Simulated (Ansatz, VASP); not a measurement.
**NbN: VASP beside Ansatz**

```
CELL_PARAMETERS angstrom
0.00000 2.16484 2.16484
2.16484 0.00000 2.16484
2.16484 2.16484 0.00000
ATOMIC_POSITIONS crystal
Nb 0.50000 0.50000 0.50000
N 0.00000 0.00000 0.00000
```

Change from the starting cell: volume scaled by 0.96, crystal datasets.

Alike in both runs: task electric field gradients; functional PBE; k mesh 13 × 13 × 13; occupations fermi-dirac, width 0.08 eV; no spin polarisation.

```csv
,VASP,Ansatz
version,VASP 6.6.1,Ansatz 0.2.0
potentials or method,"VASP PAW PBE potentials, release 64 (Nb_sv, N), cutoff 520 eV","all-electron PAW with datasets made for the crystal, scalar-relativistic"
```

```csv
,VASP,Ansatz,Ansatz less VASP
pressure (GPa),21.5,22.1,+0.62
```

Ansatz ran all-electron here, and VASP with PAW potentials.
